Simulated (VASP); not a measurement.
# FeSi (Fm-3m) in VASP: single point with PBE

Aim: the single point of FeSi with PBE.

All numbers are computed with VASP 6.6.1; they aren't measurements. Logs are shortened: lines on timing, memory, paths and dates and some standing lists are left out, and cuts for length are marked.

**1. The cell of the first run**

It takes space group Fm-3m (No. 225, cubic). The conventional cell has a = 4.550 Å, b = 4.550 Å, c = 4.550 Å, α = 90.00°, β = 90.00°, γ = 90.00°. Within 3.0 Å of Fe (site symmetry m-3m) lie 6 Si at 2.27 Å. Within 3.0 Å of Si (site symmetry m-3m) lie 6 Fe at 2.27 Å.

**2. Single point, PBE, collinear spin, zero start**

INCAR reads:

```
PREC = Accurate
ENCUT = 600
EDIFF = 1E-6
ISMEAR = -1
SIGMA = 0.1
LREAL = F
LASPH = T
NELM = 200
ALGO = Normal
ISIF = 2
LWAVE = F
LCHARG = T
ISPIN = 2
MAGMOM = 0 0
LORBIT = 11
LMAXMIX = 4
GGA = PE
LELF = T
LVHAR = T
NBANDS = 17
GGA_COMPAT = F
```

KPOINTS reads:

```
regular mesh
0
Gamma
  1 1 1
```

POSCAR reads:

```
FeSi
1.0
    0.0000000000      2.2750000000      2.2750000000
    2.2750000000      0.0000000000      2.2750000000
    2.2750000000      2.2750000000      0.0000000000
Fe Si
1 1
Direct
    0.0000000000      0.0000000000      0.0000000000
    0.5000000000      0.5000000000      0.5000000000
```

Potentials or basis: VASP PAW PBE potentials, release 64 (Fe, Si).

On the command line:

```console
$ cat potpaw_PBE.64/Fe/POTCAR potpaw_PBE.64/Si/POTCAR > POTCAR
$ mpirun -np 1 vasp_gam > vasp.out
```

OUTCAR:

```text
PREC = Accurate
   ENCUT = 600
   EDIFF = 1E-6
   ISMEAR = -1
   LREAL = F
   LASPH = T
   NELM = 200
   ISIF = 2
   ISPIN = 2
   LORBIT = 11
   GGA = PE

 ion  position               nearest neighbor table
   1  0.000  0.000  0.000-   2 2.27   2 2.27   2 2.27   2 2.27   2 2.27   2 2.27
   2  0.500  0.500  0.500-   1 2.27   1 2.27   1 2.27   1 2.27   1 2.27   1 2.27

  LATTYP: Found a face centered cubic cell.
 ALAT       =     4.5500000000

  Lattice vectors:

 A1 = (   0.0000000000,   2.2750000000,   2.2750000000)
 A2 = (   2.2750000000,   0.0000000000,   2.2750000000)
 A3 = (   2.2750000000,   2.2750000000,   0.0000000000)

Analysis of symmetry for initial positions (statically):
=====================================================================
 Subroutine PRICEL returns:
 Original cell was already a primitive cell.

 Routine SETGRP: Setting up the symmetry group for a
 face centered cubic supercell.

 Subroutine GETGRP returns: Found 48 space group operations
 (whereof 48 operations were pure point group operations)
 out of a pool of 48 trial point group operations.

The static configuration has the point symmetry O_h .

Analysis of symmetry for dynamics (positions and initial velocities):
=====================================================================
 Subroutine PRICEL returns:
 Original cell was already a primitive cell.

 Routine SETGRP: Setting up the symmetry group for a
 face centered cubic supercell.

 Subroutine GETGRP returns: Found 48 space group operations
 (whereof 48 operations were pure point group operations)
 out of a pool of 48 trial point group operations.

The dynamic configuration has the point symmetry O_h .

Analysis of structural, dynamic, and magnetic symmetry:
=====================================================================
 Subroutine PRICEL returns:
 Original cell was already a primitive cell.

 Routine SETGRP: Setting up the symmetry group for a
 face centered cubic supercell.

 Subroutine GETGRP returns: Found 48 space group operations
 (whereof 48 operations were pure point group operations)
 out of a pool of 48 trial point group operations.

The overall configuration has the point symmetry O_h .

 Subroutine INISYM returns: Found 48 space group operations
 (whereof 48 operations are pure point group operations),
 and found     1 'primitive' translations

----------------------------------------------------------------------------------------

                                     Primitive cell

  volume of cell :      23.5491

  direct lattice vectors                    reciprocal lattice vectors
     0.000000000  2.275000000  2.275000000    -0.219780220  0.219780220  0.219780220
     2.275000000  0.000000000  2.275000000     0.219780220 -0.219780220  0.219780220
     2.275000000  2.275000000  0.000000000     0.219780220  0.219780220 -0.219780220

  length of vectors
     3.217335854  3.217335854  3.217335854     0.380670507  0.380670507  0.380670507

  position of ions in fractional coordinates (direct lattice)
     0.000000000  0.000000000  0.000000000
     0.500000000  0.500000000  0.500000000

  ion indices of the primitive-cell ions
   primitive index   ion index
                 1           1
                 2           2

----------------------------------------------------------------------------------------

 KPOINTS: regular mesh

Automatic generation of k-mesh.
 Grid dimensions read from file:
 generate k-points for:    1    1    1

 Generating k-lattice:

  Cartesian coordinates                     Fractional coordinates (reciprocal lattice)
    -0.219780220  0.219780220  0.219780220     1.000000000  0.000000000  0.000000000
     0.219780220 -0.219780220  0.219780220     0.000000000  1.000000000  0.000000000
     0.219780220  0.219780220 -0.219780220     0.000000000  0.000000000  1.000000000

  Length of vectors
     0.380670507  0.380670507  0.380670507

  Shift w.r.t. Gamma in fractional coordinates (k-lattice)
     0.000000000  0.000000000  0.000000000

 Subroutine IBZKPT returns following result:
 ===========================================

 Found      1 irreducible k-points:

 Following reciprocal coordinates:
            Coordinates               Weight
  0.000000  0.000000  0.000000      1.000000
   k-points           NKPTS =      1   k-points in BZ     NKDIM =      1   number of bands    NBANDS=     17
   number of dos      NEDOS =    301   number of ions     NIONS =      2
   total plane-waves  NPLWV =  21952
   dimension x,y,z NGX =    28 NGY =   28 NGZ =   28
   dimension x,y,z NGXF=    56 NGYF=   56 NGZF=   56
   ions per type =               1   1
   NGX,Y,Z   is equivalent  to a cutoff of  14.47, 14.47, 14.47 a.u.
   NGXF,Y,Z  is equivalent  to a cutoff of  28.94, 28.94, 28.94 a.u.
 SYSTEM =  unknown system
   PREC   = accura    normal or accurate (medium, high low for compatibility)
   ISTART =      0    job   : 0-new  1-cont  2-samecut
   ICHARG =      2    charge: 1-file 2-atom 10-const
   ISPIN  =      2    spin polarized calculation?
   LNONCOLLINEAR =      F non collinear calculations
   LSORBIT =      F    spin-orbit coupling
   LASPH  =      T    aspherical Exc in radial PAW
   ENCUT  =  600.0 eV  44.10 Ry    6.64 a.u.   6.43  6.43  6.43*2*pi/ulx,y,z
   NELM   =    200;   NELMIN=  2; NELMDL= -5     # of ELM steps
   EDIFF  = 0.1E-05   stopping-criterion for ELM
   LREAL  =      F    real-space projection
   EDIFFG = 0.1E-04   stopping-criterion for IOM
   NSW    =      0    number of steps for IOM
   IBRION =     -1    ionic relax: 0-MD 1-quasi-New 2-CG
   NFREE  =      0    steps in history (QN), initial steepest desc. (CG)
   ISIF   =      2    stress and relaxation
   ISYM   =      2    0-nonsym 1-usesym 2-fastsym
   POTIM  = 0.5000    time-step for ionic-motion
   TEBEG  =    0.0;   TEEND  =   0.0 temperature during run
   PSTRESS=    0.0 pullay stress
   NELECT =      12.0000    total number of electrons
   NUPDOWN=      -1.0000    fix difference up-down
   EMIN   =  10.00;   EMAX   =-10.00  energy-range for DOS
   EFERMI =   0.00;   METHOD = LEGACY
   ISMEAR =    -1;   SIGMA  =   0.10  broadening in eV -4-tet -1-fermi 0-gaus
   EFERMI_NEDOS =   21; number of points for ismear=-14 and -15
   IALGO  =     38    algorithm
   IMIX   =      4    mixing-type and parameters
     AMIX     =   0.40;   BMIX     =  1.00
     AMIX_MAG =   1.60;   BMIX_MAG =  1.00
  volume/ion in A,a.u.               =      11.77        79.46
  Fermi-wavevector in a.u.,A,eV,Ry     =   1.307607  2.471019 23.263726  1.709836
  Thomas-Fermi vector in A             =   2.438330
   LORBIT       =     11    0 simple, 1 ext, 2 COOP (PROOUT), +10 PAW based schemes
   GGA     = PE    functional components
   LHFCALC =     F    Hartree Fock is set to
   AEXX    =    0.0000 exact exchange contribution
   IVDW    =     0    specifies the selected vdW correction
   LEPSILON=     F    determine dielectric tensor
   LRPA    =     F    only Hartree local field effects (RPA)
 spin polarized calculation
  energy-cutoff  :      600.00
  volume of cell :       23.55
 maximum number of plane-waves:       375
 NGX is ok and might be reduce to    28
   NGX = 13   NGY = 13   NGZ = 13

 number of electron      11.9999999 magnetization      -0.0000002

 number of electron      11.9999999 magnetization       0.0000000

 Free energy of the ion-electron system (eV)
  ---------------------------------------------------
  ext. energy  EPLUGINS =         0.00000000
  ---------------------------------------------------
  free energy    TOTEN  =        -9.46217568 eV

  energy without entropy =       -9.46213161  energy(sigma->0) =       -9.46215364

 E-fermi :  11.3333     XC(G=0): -12.2049

 val. band max:       10.0904565623   @ k =   0.0000   0.0000   0.0000
 cond. band min:      12.6158945512   @ k =   0.0000   0.0000   0.0000
 fundamental gap:      2.5254379888
 Fermi energy:        11.3333243913

 spin component 1

 k-point     1 :       0.0000    0.0000    0.0000
  band No.  band energies     occupation
      1      -4.1860      1.00000
      2       9.5732      1.00000
      3       9.5732      1.00000
      4       9.5732      1.00000
      5      10.0905      1.00000
      6      10.0905      1.00000
[... 9 lines left out ...]
     16      25.8576      0.00000
     17      27.5622      0.00000
 Fermi energy:        11.3333243913

 spin component 2

 k-point     1 :       0.0000    0.0000    0.0000
  band No.  band energies     occupation
      1      -4.1860      1.00000
      2       9.5732      1.00000
      3       9.5732      1.00000
      4       9.5732      1.00000
      5      10.0904      1.00000
      6      10.0905      1.00000
[... 9 lines left out ...]
     16      25.8576      0.00000
     17      27.5622      0.00000

------------------------ aborting loop because EDIFF is reached ----------------------------------------

  FORCE on cell =-STRESS in cart. coord.  units (eV):
  Direction    XX          YY          ZZ          XY          YZ          ZX
  --------------------------------------------------------------------------------------
  -------------------------------------------------------------------------------------
  Total      -11.8813876    -11.8813876    -11.8813876     -0.0000000     -0.0000000     -0.0000000
  in kB     -808.3576410   -808.3576410   -808.3576410     -0.0000000     -0.0000000     -0.0000000
  external PRESSURE =    -808.3576410 kB  Pullay stress =       0.0000000 kB

 VOLUME and BASIS-vectors are now :
 -----------------------------------------------------------------------------
  energy-cutoff  :      600.00
  volume of cell :       23.55
      direct lattice vectors                 reciprocal lattice vectors
     0.000000000  2.275000000  2.275000000    -0.219780220  0.219780220  0.219780220
     2.275000000  0.000000000  2.275000000     0.219780220 -0.219780220  0.219780220
     2.275000000  2.275000000  0.000000000     0.219780220  0.219780220 -0.219780220

 POSITION                                       TOTAL-FORCE (eV/Angst)
 -----------------------------------------------------------------------------------
      0.00000      0.00000      0.00000         0.000000      0.000000     -0.000000
      2.27500      2.27500      2.27500         0.000000      0.000000      0.000000
 -----------------------------------------------------------------------------------
    total drift:                               -0.000000      0.000000      0.000000

  FREE ENERGIE OF THE ION-ELECTRON SYSTEM (eV)
  ---------------------------------------------------
  free  energy   TOTEN  =        -9.4621756779 eV

  energy  without entropy=       -9.4621316078  energy(sigma->0) =       -9.46215364

 total charge

# of ion       s       p       d       tot
------------------------------------------
    1        0.499   0.000   7.928   8.426
    2        0.700   0.000   0.000   0.700
--------------------------------------------------
tot          1.198   0.000   7.928   9.126

 magnetization (x)

# of ion       s       p       d       tot
------------------------------------------
    1        0.000   0.000   0.000   0.000
    2       -0.000   0.000   0.000  -0.000
--------------------------------------------------
tot         -0.000   0.000   0.000   0.000
```

Wall time 4.1 s (1 thread of Intel Xeon 6975P-C (Granite Rapids), shared host); peak memory 0.16 GiB.

Results:

```
Free energy                                           : -9.4622 eV
Pressure                                              : -80.8 GPa
Band gap on the k mesh                                : 2.53 eV
Net moment                                            : 0.00 μB per cell
Valence electrons inside the program's atomic spheres : Fe 8.43; Si 0.70
```

Caveat: the k points lie up to 2.39 Å⁻¹ apart. A k mesh can miss the band edges.
